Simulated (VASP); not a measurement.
# MoS2 (P6_3/mmc) in VASP: notebook, part 2 of 2

VASP 6.6.1.

### Step 4. Single point, PBEsol

This run uses another cell than the first one, of 18.05 Å³/atom, 1.139 times its volume.

Input file INCAR:

```
PREC = Accurate
ENCUT = 520
EDIFF = 1E-6
ISMEAR = 1
SIGMA = 0.2
LREAL = False
LASPH = True
NELM = 100
ALGO = Normal
ISIF = 2
LWAVE = False
LCHARG = False
GGA = PS
NBANDS = 35
```

Input file KPOINTS:

```
regular mesh
0
Gamma
  12 12 2
```

Input file POSCAR:

```
MoS2
1.0
    3.2359000000      0.0000000000      0.0000000000
   -1.6179500000      2.8023716041      0.0000000000
    0.0000000000      0.0000000000     11.9418000000
Mo S
2 4
Direct
    0.3333333333      0.6666666667      0.2500000000
    0.6666666667      0.3333333333      0.7500000000
    0.3333333333      0.6666666667      0.6259932117
    0.6666666667      0.3333333333      0.1259932117
    0.3333333333      0.6666666667      0.8740067883
    0.6666666667      0.3333333333      0.3740067883
```

Potentials or basis: VASP PAW PBE potentials, release 64 (Mo_sv, S).

On the command line:

```
$ cat potpaw_PBE.64/Mo_sv/POTCAR potpaw_PBE.64/S/POTCAR > POTCAR
$ mpirun -np 1 vasp_std > vasp.out
```

OUTCAR:

```text
PREC = Accurate
   ENCUT = 520
   EDIFF = 1E-6
   ISMEAR = 1
   LREAL = False
   LASPH = True
   NELM = 100
   ISIF = 2
   GGA = PS

 ion  position               nearest neighbor table
   1  0.333  0.667  0.250-   4 2.38   6 2.38   4 2.38   6 2.38   4 2.38   6 2.38
   2  0.667  0.333  0.750-   3 2.38   5 2.38   3 2.38   5 2.38   3 2.38   5 2.38
   3  0.333  0.667  0.626-   2 2.38   2 2.38   2 2.38
   4  0.667  0.333  0.126-   1 2.38   1 2.38   1 2.38
   5  0.333  0.667  0.874-   2 2.38   2 2.38   2 2.38
   6  0.667  0.333  0.374-   1 2.38   1 2.38   1 2.38

  LATTYP: Found a hexagonal cell.
 ALAT       =     3.2359000000
 C/A-ratio  =     3.6904107049

  Lattice vectors:

 A1 = (   3.2359000000,   0.0000000000,   0.0000000000)
 A2 = (  -1.6179500000,   2.8023716041,   0.0000000000)
 A3 = (   0.0000000000,   0.0000000000,  11.9418000000)

Analysis of symmetry for initial positions (statically):
=====================================================================
 Subroutine PRICEL returns:
 Original cell was already a primitive cell.

 Routine SETGRP: Setting up the symmetry group for a
 hexagonal supercell.

 Subroutine GETGRP returns: Found 24 space group operations
 (whereof 12 operations were pure point group operations)
 out of a pool of 24 trial point group operations.

The static configuration has the point symmetry D_3d.
 The point group associated with its full space group is D_6h.

Analysis of symmetry for dynamics (positions and initial velocities):
=====================================================================
 Subroutine PRICEL returns:
 Original cell was already a primitive cell.

 Routine SETGRP: Setting up the symmetry group for a
 hexagonal supercell.

 Subroutine GETGRP returns: Found 24 space group operations
 (whereof 12 operations were pure point group operations)
 out of a pool of 24 trial point group operations.

[... 129 lines left out ...]
     AMIX_MAG =   1.60;   BMIX_MAG =  1.00
  volume/ion in A,a.u.               =      18.05       121.80
  Fermi-wavevector in a.u.,A,eV,Ry     =   1.281974  2.422579 22.360580  1.643456
  Thomas-Fermi vector in A             =   2.414312
   LORBIT       =      0    0 simple, 1 ext, 2 COOP (PROOUT), +10 PAW based schemes
   GGA     = PS    functional components
   LHFCALC =     F    Hartree Fock is set to
   AEXX    =    0.0000 exact exchange contribution
   IVDW    =     0    specifies the selected vdW correction
   LEPSILON=     F    determine dielectric tensor
   LRPA    =     F    only Hartree local field effects (RPA)
 non-spin polarized calculation
 Methfessel and Paxton  Order N= 1 SIGMA  =   0.20
  energy-cutoff  :      520.00
  volume of cell :      108.29
 maximum number of plane-waves:      2970
   NGX = 13   NGY = 13   NGZ = 45

 number of electron      52.0000005 magnetization

 Free energy of the ion-electron system (eV)
  ---------------------------------------------------
  ext. energy  EPLUGINS =         0.00000000
  ---------------------------------------------------
  free energy    TOTEN  =       -46.65311030 eV

  energy without entropy =      -46.65414285  energy(sigma->0) =      -46.65345448

 E-fermi :   7.7138     XC(G=0): -10.9092

 val. band max:        7.6915786327   @ k =   0.0000   0.0000   0.0000
 cond. band min:       7.8571680477   @ k =   0.3333   0.3333   0.0000
 fundamental gap:      0.1655894149
 Fermi energy:         7.7137672855

 k-point     1 :       0.0000    0.0000    0.0000
  band No.  band energies     occupation
      1     -54.1612      2.00000
      2     -54.1612      2.00000
      3     -28.3183      2.00000
      4     -28.3182      2.00000
      5     -28.1874      2.00000
      6     -28.1874      2.00000
[... 901 lines left out ...]
     34      10.8251     -0.00000
     35      13.9481      0.00000

 [... further k-points ...]

------------------------ aborting loop because EDIFF is reached ----------------------------------------

  FORCE on cell =-STRESS in cart. coord.  units (eV):
  Direction    XX          YY          ZZ          XY          YZ          ZX
  --------------------------------------------------------------------------------------
  -------------------------------------------------------------------------------------
  Total       -3.2695964     -3.2695964      5.9545868     -0.0000000     -0.0000000      0.0000000
  in kB      -48.3742367    -48.3742367     88.0991273     -0.0000000     -0.0000000      0.0000000
  external PRESSURE =      -2.8831153 kB  Pullay stress =       0.0000000 kB

 VOLUME and BASIS-vectors are now :
 -----------------------------------------------------------------------------
  energy-cutoff  :      520.00
  volume of cell :      108.29
      direct lattice vectors                 reciprocal lattice vectors
     3.235900000  0.000000000  0.000000000     0.309033036  0.178420306  0.000000000
    -1.617950000  2.802371604  0.000000000     0.000000000  0.356840613  0.000000000
     0.000000000  0.000000000 11.941800000     0.000000000  0.000000000  0.083739470

 POSITION                                       TOTAL-FORCE (eV/Angst)
 -----------------------------------------------------------------------------------
     -0.00000      1.86825      2.98545        -0.000000      0.000000     -0.000000
      1.61795      0.93412      8.95635         0.000000     -0.000000     -0.000000
     -0.00000      1.86825      7.47549        -0.000000      0.000000     -0.905714
      1.61795      0.93412      1.50459         0.000000      0.000000     -0.905714
     -0.00000      1.86825     10.43721        -0.000000      0.000000      0.905714
      1.61795      0.93412      4.46631         0.000000     -0.000000      0.905714
 -----------------------------------------------------------------------------------
    total drift:                                0.000000     -0.000000      0.000000

  FREE ENERGIE OF THE ION-ELECTRON SYSTEM (eV)
  ---------------------------------------------------
  free  energy   TOTEN  =       -46.6531102955 eV

  energy  without entropy=      -46.6541428494  energy(sigma->0) =      -46.65345448
```

OSZICAR:

```text
N       E                     dE             d eps       ncg     rms          rms(c)
DAV:   1     0.433375610853E+03    0.43338E+03   -0.29250E+04  2956   0.141E+03
DAV:   2    -0.265445592854E+02   -0.45992E+03   -0.44455E+03  3178   0.363E+02
DAV:   3    -0.492285123327E+02   -0.22684E+02   -0.22262E+02  3274   0.737E+01
DAV:   4    -0.496842188680E+02   -0.45571E+00   -0.45411E+00  3185   0.106E+01
DAV:   5    -0.496927946701E+02   -0.85758E-02   -0.85743E-02  3175   0.145E+00    0.363E+01
DAV:   6    -0.473335063731E+02    0.23593E+01   -0.12793E+01  2915   0.225E+01    0.125E+01
DAV:   7    -0.469582103796E+02    0.37530E+00   -0.46484E+00  2822   0.137E+01    0.831E+00
DAV:   8    -0.466535158520E+02    0.30469E+00   -0.72233E-01  2888   0.567E+00    0.274E+00
DAV:   9    -0.466585757790E+02   -0.50599E-02   -0.79411E-02  3100   0.139E+00    0.112E+00
DAV:  10    -0.466533476042E+02    0.52282E-02   -0.26482E-02  2891   0.108E+00    0.397E-01
DAV:  11    -0.466532653983E+02    0.82206E-04   -0.13709E-03  2903   0.211E-01    0.196E-01
DAV:  12    -0.466531029957E+02    0.16240E-03   -0.44998E-04  2942   0.120E-01    0.856E-02
DAV:  13    -0.466531078632E+02   -0.48675E-05   -0.98578E-05  3097   0.468E-02    0.115E-02
DAV:  14    -0.466531098872E+02   -0.20240E-05   -0.73410E-06  2602   0.132E-02    0.157E-02
DAV:  15    -0.466531102955E+02   -0.40834E-06   -0.14973E-06  2266   0.683E-03
   1 F= -.46653110E+02 E0= -.46653454E+02  d E =0.103255E-02
```

Run time: 99 s. Hardware: 1 thread of Intel Xeon Platinum 8259CL at 2.50GHz (Skylake/Cascade Lake), shared host; peak memory 0.28 GiB.

What came out:

* Free energy: -46.6531 eV
* Pressure: -0.3 GPa
* Largest force: 0.906 eV/Å

Forces in eV/Å, atoms in the order of the input:
```
Mo   0.000  0.000  0.000
Mo   0.000  0.000  0.000
S    0.000  0.000 -0.906
S    0.000  0.000 -0.906
S    0.000  0.000  0.906
S    0.000  0.000  0.906
```

Stress tensor (GPa, compression positive):
```
-4.84  0.00  0.00
 0.00 -4.84  0.00
 0.00  0.00  8.81
```

Caveat: the PAW data sets were made with another functional, which shifts forces and pressure a little; this functional lacks dispersion, which binds the layers, so the pressure and a relaxed spacing across them are unreliable.

### Step 5. Single point, PBEsol

This run uses another cell than the first one, of 18.24 Å³/atom, 1.151 times its volume.

Changes to INCAR since step 4:

```diff
@@ -2,3 +2,3 @@
 ENCUT = 520
-EDIFF = 1E-6
+EDIFF = 1E-7
 ISMEAR = 1
```

KPOINTS is that of step 4.

Changes to POSCAR since step 4:

```diff
@@ -4,3 +4,3 @@
    -1.6179500000      2.8023716041      0.0000000000
-    0.0000000000      0.0000000000     11.9418000000
+    0.0000000000      0.0000000000     12.0675000000
 Mo S
```

Potentials or basis: VASP PAW PBE potentials, release 64 (Mo_sv, S).

On the command line:

```
$ cat potpaw_PBE.64/Mo_sv/POTCAR potpaw_PBE.64/S/POTCAR > POTCAR
$ mpirun -np 1 vasp_std > vasp.out
```

OUTCAR:

```text
PREC = Accurate
   ENCUT = 520
   EDIFF = 1E-7
   ISMEAR = 1
   LREAL = False
   LASPH = True
   NELM = 100
   ISIF = 2
   GGA = PS

 ion  position               nearest neighbor table
   1  0.333  0.667  0.250-   4 2.39   6 2.39   4 2.39   6 2.39   4 2.39   6 2.39
   2  0.667  0.333  0.750-   3 2.39   5 2.39   3 2.39   5 2.39   3 2.39   5 2.39
   3  0.333  0.667  0.626-   2 2.39   2 2.39   2 2.39
   4  0.667  0.333  0.126-   1 2.39   1 2.39   1 2.39
   5  0.333  0.667  0.874-   2 2.39   2 2.39   2 2.39
   6  0.667  0.333  0.374-   1 2.39   1 2.39   1 2.39

  LATTYP: Found a hexagonal cell.
 ALAT       =     3.2359000000
 C/A-ratio  =     3.7292561575

  Lattice vectors:

 A1 = (   3.2359000000,   0.0000000000,   0.0000000000)
 A2 = (  -1.6179500000,   2.8023716041,   0.0000000000)
 A3 = (   0.0000000000,   0.0000000000,  12.0675000000)

Analysis of symmetry for initial positions (statically):
=====================================================================
 Subroutine PRICEL returns:
 Original cell was already a primitive cell.

[... 182 lines left out ...]
 cond. band min:       7.7839440573   @ k =   0.3333   0.3333   0.5000
 fundamental gap:      0.3021926039
 Fermi energy:         7.6257467865

 k-point     1 :       0.0000    0.0000    0.0000
  band No.  band energies     occupation
      1     -54.2978      2.00000
      2     -54.2978      2.00000
      3     -28.4515      2.00000
      4     -28.4514      2.00000
      5     -28.3143      2.00000
      6     -28.3143      2.00000
[... 901 lines left out ...]
     34      10.6421     -0.00000
     35      13.8079      0.00000

 [... further k-points ...]

------------------------ aborting loop because EDIFF is reached ----------------------------------------

  FORCE on cell =-STRESS in cart. coord.  units (eV):
  Direction    XX          YY          ZZ          XY          YZ          ZX
  --------------------------------------------------------------------------------------
  -------------------------------------------------------------------------------------
  Total       -3.9670143     -3.9670143      3.9720638     -0.0000000      0.0000000      0.0000000
  in kB      -58.0812864    -58.0812864     58.1552155     -0.0000000      0.0000000      0.0000000
  external PRESSURE =     -19.3357858 kB  Pullay stress =       0.0000000 kB

 VOLUME and BASIS-vectors are now :
 -----------------------------------------------------------------------------
  energy-cutoff  :      520.00
  volume of cell :      109.43
      direct lattice vectors                 reciprocal lattice vectors
     3.235900000  0.000000000  0.000000000     0.309033036  0.178420306  0.000000000
    -1.617950000  2.802371604  0.000000000     0.000000000  0.356840613  0.000000000
     0.000000000  0.000000000 12.067500000     0.000000000  0.000000000  0.082867205

 POSITION                                       TOTAL-FORCE (eV/Angst)
 -----------------------------------------------------------------------------------
     -0.00000      1.86825      3.01688        -0.000000      0.000000     -0.000000
      1.61795      0.93412      9.05063         0.000000     -0.000000     -0.000000
     -0.00000      1.86825      7.55417         0.000000      0.000000     -0.593068
      1.61795      0.93412      1.52042         0.000000     -0.000000     -0.593068
     -0.00000      1.86825     10.54708         0.000000      0.000000      0.593068
      1.61795      0.93412      4.51333         0.000000     -0.000000      0.593068
 -----------------------------------------------------------------------------------
    total drift:                                0.000000     -0.000000      0.000000

  FREE ENERGIE OF THE ION-ELECTRON SYSTEM (eV)
  ---------------------------------------------------
  free  energy   TOTEN  =       -46.7055250296 eV

  energy  without entropy=      -46.7064110872  energy(sigma->0) =      -46.70582038
```

OSZICAR:

```text
N       E                     dE             d eps       ncg     rms          rms(c)
DAV:   1     0.426857044288E+03    0.42686E+03   -0.29176E+04  2948   0.140E+03
DAV:   2    -0.270704236597E+02   -0.45393E+03   -0.43823E+03  3216   0.360E+02
DAV:   3    -0.492910257654E+02   -0.22221E+02   -0.21825E+02  3190   0.723E+01
DAV:   4    -0.497662466686E+02   -0.47522E+00   -0.47300E+00  3212   0.107E+01
DAV:   5    -0.497751594437E+02   -0.89128E-02   -0.89098E-02  3137   0.147E+00    0.354E+01
DAV:   6    -0.474233526327E+02    0.23518E+01   -0.12986E+01  2909   0.227E+01    0.123E+01
DAV:   7    -0.470222756207E+02    0.40108E+00   -0.48583E+00  2822   0.139E+01    0.813E+00
DAV:   8    -0.467061972434E+02    0.31608E+00   -0.74409E-01  2877   0.574E+00    0.273E+00
DAV:   9    -0.467113142719E+02   -0.51170E-02   -0.83366E-02  3070   0.142E+00    0.112E+00
DAV:  10    -0.467057596698E+02    0.55546E-02   -0.27166E-02  2891   0.110E+00    0.406E-01
DAV:  11    -0.467057031332E+02    0.56537E-04   -0.14224E-03  2898   0.210E-01    0.216E-01
DAV:  12    -0.467055204936E+02    0.18264E-03   -0.47964E-04  2948   0.126E-01    0.946E-02
DAV:  13    -0.467055222311E+02   -0.17374E-05   -0.11061E-04  3082   0.508E-02    0.122E-02
DAV:  14    -0.467055245718E+02   -0.23407E-05   -0.78960E-06  2965   0.132E-02    0.164E-02
DAV:  15    -0.467055250357E+02   -0.46395E-06   -0.88332E-07  2757   0.447E-03    0.794E-03
DAV:  16    -0.467055250296E+02    0.61546E-08   -0.32156E-07  2582   0.356E-03
   1 F= -.46705525E+02 E0= -.46705820E+02  d E =0.886058E-03
```

Wall time 1.8 min (1 thread of Intel Xeon Platinum 8259CL at 2.50GHz (Skylake/Cascade Lake), shared host); peak memory 0.27 GiB.

What came out:

| Quantity | Value |
| --- | --- |
| Free energy | -46.7055 eV |
| Pressure | -1.9 GPa |
| Largest force | 0.593 eV/Å |
| Band gap on the k mesh | 0.30 eV, indirect (least direct gap 1.36 eV) |

Forces on the atoms (eV/Å):
```
Mo   0.000  0.000  0.000
Mo   0.000  0.000  0.000
S    0.000  0.000 -0.593
S    0.000  0.000 -0.593
S    0.000  0.000  0.593
S    0.000  0.000  0.593
```

Caveat: the PAW data sets were made with another functional, which shifts forces and pressure a little; this functional lacks dispersion, which binds the layers, so the pressure and a relaxed spacing across them are unreliable.

### Step 6. Single point, PBEsol

This run uses another cell than the first one, of 18.40 Å³/atom, 1.161 times its volume.

Input file INCAR:

```
  ALGO = Normal
  EDIFF = 1E-6
  ENCUT = 520
  GGA = PS
  ISIF = 2
  ISMEAR = 1
  LASPH = T
  LCHARG = F
  LREAL = F
  LWAVE = F
  NBANDS = 35
  NELM = 60
  PREC = Accurate
  SIGMA = 0.2
```

Input file KPOINTS:

```
k-points
0
Gamma
  12 12 2
```

Changes to POSCAR since step 5:

```diff
@@ -2,5 +2,5 @@
 1.0
-    3.2359000000      0.0000000000      0.0000000000
-   -1.6179500000      2.8023716041      0.0000000000
-    0.0000000000      0.0000000000     12.0675000000
+    3.2673000000      0.0000000000      0.0000000000
+   -1.6336500000      2.8295648018      0.0000000000
+    0.0000000000      0.0000000000     11.9418000000
 Mo S
```

Potentials or basis: VASP PAW PBE potentials, release 64 (Mo_sv, S).

On the command line:

```
$ cat potpaw_PBE.64/Mo_sv/POTCAR potpaw_PBE.64/S/POTCAR > POTCAR
$ mpirun -np 1 vasp_std > vasp.out
```

Wall time 1.8 min (1 thread of Intel Xeon Platinum 8259CL at 2.50GHz (Skylake/Cascade Lake), shared host); peak memory 0.27 GiB.

It converged, with:

* Free energy: -46.5705 eV
* Pressure: -2.9 GPa
* Largest force: 0.696 eV/Å

Forces on the atoms (eV/Å):
```
Mo   0.000  0.000  0.000
Mo   0.000  0.000  0.000
S    0.000  0.000 -0.696
S    0.000  0.000 -0.696
S    0.000  0.000  0.696
S    0.000  0.000  0.696
```

Stress tensor (GPa, compression positive):
```
-7.79  0.00  0.00
 0.00 -7.79  0.00
 0.00  0.00  6.77
```

Levels at points of the mesh, in eV from the Fermi level:
```tsv
k point	band 24	band 25	band 26	band 27	band 28	band 29
(0.00, 0.00, 0.00)	-0.99	-0.97	0.05	1.56	1.56	1.57
(0.50, 0.00, 0.00)	-2.31	-1.78	-1.53	0.85	0.91	1.33
(0.00, 0.00, 0.50)	-2.42	-0.16	-0.16	1.56	1.56	1.56
(0.50, 0.00, 0.50)	-2.41	-1.63	-1.63	0.88	0.88	1.40
```

Caveat: the PAW data sets were made with another functional, which shifts forces and pressure a little; this functional lacks dispersion, which binds the layers, so the pressure and a relaxed spacing across them are unreliable.

### Step 7. Summary

```csv
cell,smearing,gap on the mesh (eV),pressure (GPa),largest force (eV/Å)
"a = 3.016, b = 3.016, c = 12.068 Å, angles 90.0, 90.0, 120.0°, 6 atoms",methfessel-paxton 0.128 eV,0.90,24.5,2.45
"a = 3.204, b = 3.204, c = 11.942 Å, angles 90.0, 90.0, 120.0°, 6 atoms",methfessel-paxton 0.2 eV,-,2.6,1.13
"a = 3.236, b = 3.236, c = 11.942 Å, angles 90.0, 90.0, 120.0°, 6 atoms",methfessel-paxton 0.2 eV,-,-0.3,0.91
"a = 3.236, b = 3.236, c = 12.068 Å, angles 90.0, 90.0, 120.0°, 6 atoms",methfessel-paxton 0.2 eV,0.30,-1.9,0.59
"a = 3.267, b = 3.267, c = 11.942 Å, angles 90.0, 90.0, 120.0°, 6 atoms",methfessel-paxton 0.2 eV,-,-2.9,0.70
```

Alike in all rows: task single point; level PBEsol; potentials or basis VASP PAW PBE potentials, release 64 (Mo_sv, S); no spin polarisation; k mesh 12 × 12 × 2; cutoff (eV) 520.

Caveats: the PAW data sets were made with another functional, which shifts forces and pressure a little; this functional lacks dispersion, which binds the layers, so the pressure and a relaxed spacing across them are unreliable.

Total energies depend on the potentials used, so only differences within one code and one set of settings carry meaning.

### Step 8. How close it comes

Step 5. Against the measured gap of MoS2, 1.3 eV (indirect; 300 K; “Multiwavelength excitation Raman Scattering Analysis of bulk and 2 dimensional MoS2: Vibrational properties of atomically thin MoS2 layers”, 2015, arxiv:1506.03228), the calculated 0.30 eV is off by -1.00 eV. Spin-orbit coupling on Mo is left out. The value is that of PBEsol on a finite k mesh, which can miss the band edges, without temperature or zero-point motion. Semilocal functionals fall short of measured gaps as a rule.
